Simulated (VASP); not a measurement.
Write the native input for VASP 6.6.1 that does the following.

```yaml
Task: single point
Functional: PBEsol
Potentials_or_basis: VASP PAW PBE potentials, release 64 (Zn, S)
Cutoff: 520 eV
k_mesh: 10 × 10 × 6
Occupations: gaussian, width 0.05 eV
Spin: no spin polarisation
Dipole_correction: no
Further_INCAR_settings: ALGO = Normal; EDIFF = 1e-06; NBANDS = 26
```

The structure of ZnS lies in POSCAR:

```
ZnS
1.0
    3.8066668526      0.0000000000      0.0000000000
   -1.9033334263      3.2966701981      0.0000000000
    0.0000000000      0.0000000000      6.2507755906
Zn S
2 2
Direct
    0.3333333333      0.6666666667      0.0054595352
    0.6666666667      0.3333333333      0.5054595352
    0.3333333333      0.6666666667      0.3795404648
    0.6666666667      0.3333333333      0.8795404648
```

The input as run:

INCAR

```
SYSTEM = ZnS
PREC = Accurate ; ENCUT = 520
EDIFF = 1E-6 ; ISMEAR = 0
SIGMA = 0.05 ; LREAL = .FALSE.
LASPH = .TRUE. ; NELM = 100
ALGO = Normal ; ISIF = 2
LWAVE = .FALSE. ; LCHARG = .FALSE.
GGA = PS ; NBANDS = 26
```

KPOINTS

```
regular mesh
0
G
  10 10 6
  0 0 0
```

Potentials or basis: VASP PAW PBE potentials, release 64 (Zn, S).

Launch:

```console
$ cat potpaw_PBE.64/Zn/POTCAR potpaw_PBE.64/S/POTCAR > POTCAR
$ mpirun -np 1 vasp_std > vasp.out
```

It gave:

```yaml
Pressure: -1.3 GPa
Largest_force: 0.004 eV/Å
Band_gap_on_the_k_mesh: 2.07 eV
```

Caveat: the PAW data sets were made with another functional, which shifts forces and pressure a little.

It took 66 s on 1 thread of Intel Xeon 8259CL (shared host), peak memory 0.24 GiB.
